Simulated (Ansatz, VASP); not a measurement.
## SiC: VASP beside Ansatz

POSCAR

```
SiC
1.0
    3.1676169264      0.0000000000      0.0000000000
   -1.5838084632      2.7432367277      0.0000000000
    0.0000000000      0.0000000000      5.0245763781
Si C
2 2
Direct
    0.3333333333      0.6666666667     -0.0018225129
    0.6666666667      0.3333333333      0.4981774871
    0.3333333333      0.6666666667      0.3768225129
    0.6666666667      0.3333333333      0.8768225129
```

File INCAR.step1:

```
SYSTEM = SiC
PREC     = Accurate       ! precision mode
ENCUT    = 520            ! plane-wave cutoff, eV
ISMEAR   = 0              ! smearing method
SIGMA    = 0.01           ! smearing width, eV
LREAL    = .False.        ! projectors in reciprocal space
LASPH    = .True.         ! aspherical terms in the spheres
NELM     = 60             ! most SCF steps
NBANDS   = 16             ! bands
GGA      = PE             ! functional
ALGO     = Normal         ! electronic algorithm
EDIFF    = 1E-4           ! SCF threshold, eV
LWAVE    = .True.         ! write WAVECAR
LCHARG   = .False.        ! write CHGCAR
```

Contents of INCAR.step2:

```
SYSTEM = SiC
PREC     = Accurate       ! precision mode
ENCUT    = 520            ! plane-wave cutoff, eV
EDIFF    = 1E-6           ! SCF threshold, eV
ISMEAR   = 0              ! smearing method
SIGMA    = 0.01           ! smearing width, eV
LREAL    = .False.        ! projectors in reciprocal space
LASPH    = .True.         ! aspherical terms in the spheres
NELM     = 60             ! most SCF steps
ALGO     = Normal         ! electronic algorithm
ISIF     = 2              ! what is computed and relaxed
LWAVE    = .False.        ! write WAVECAR
LCHARG   = .False.        ! write CHGCAR
METAGGA  = R2SCAN         ! meta-GGA
LMIXTAU  = .True.       
NBANDS   = 16             ! bands
ISTART   = 1
```

The input KPOINTS:

```
Automatic mesh
0
Gamma
  12 12 6
  0 0 0
```

Input for Ansatz:

```yaml
crystal:
  lattice:
    - [3.1676169264, 0.0, 0.0]
    - [-1.5838084632, 2.7432367277, 0.0]
    - [0.0, 0.0, 5.0245763781]
  atoms:
    - { symbol: Si, position: [0.3333333333, 0.6666666667, -0.0018225129] }
    - { symbol: Si, position: [0.6666666667, 0.3333333333, 0.4981774871] }
    - { symbol: C, position: [0.3333333333, 0.6666666667, 0.3768225129] }
    - { symbol: C, position: [0.6666666667, 0.3333333333, 0.8768225129] }
kpoints:
  mp_grid: { grid: [12, 12, 6] }
  band_path:
    path:
      - [0.0, 0.0, 0.0]
      - [0.5, 0.0, 0.0]
      - [0.3333333333, 0.3333333333, 0.0]
      - [0.0, 0.0, 0.5]
      - [0.5, 0.0, 0.5]
      - [0.3333333333, 0.3333333333, 0.5]
      - [0.0, 0.5, 0.0]
    npoints: 1
hamiltonian:
  xc: r2scan
scf:
  occupations: { method: fixed }
  n_extra_bands: 5
output:
  forces: true
  stress: true
  eigenvalues: true
```

Change from the starting cell: epitaxial_xy strain +3.0%.

Alike in both runs: task single point; functional r2SCAN; k mesh 12 × 12 × 6; no spin polarisation.

```csv
,VASP,Ansatz
version,VASP 6.6.1,Ansatz 0.2.0
potentials or method,"VASP PAW PBE potentials, release 64 (Si, C)","plane waves, PAW"
plane-wave cutoff (eV),520,500
occupations,"gaussian, width 0.01 eV",fixed
valence electrons in the cell,16,16
```

Ansatz gave:

| Item | Value |
| --- | --- |
| gap on the k mesh at the Fermi level (eV) | 2.76 |
| pressure (GPa) | -11.1 |
| traceless stress, the component that is largest in VASP (GPa) | 11.11 |

**Question.** Estimate VASP's values.

**Answer.** gap on the k mesh at the Fermi level (eV): 2.76; pressure (GPa): -11.2; traceless stress, the component that is largest in VASP (GPa): 11.18.

VASP's potentials were made for PBE, not for r2SCAN.
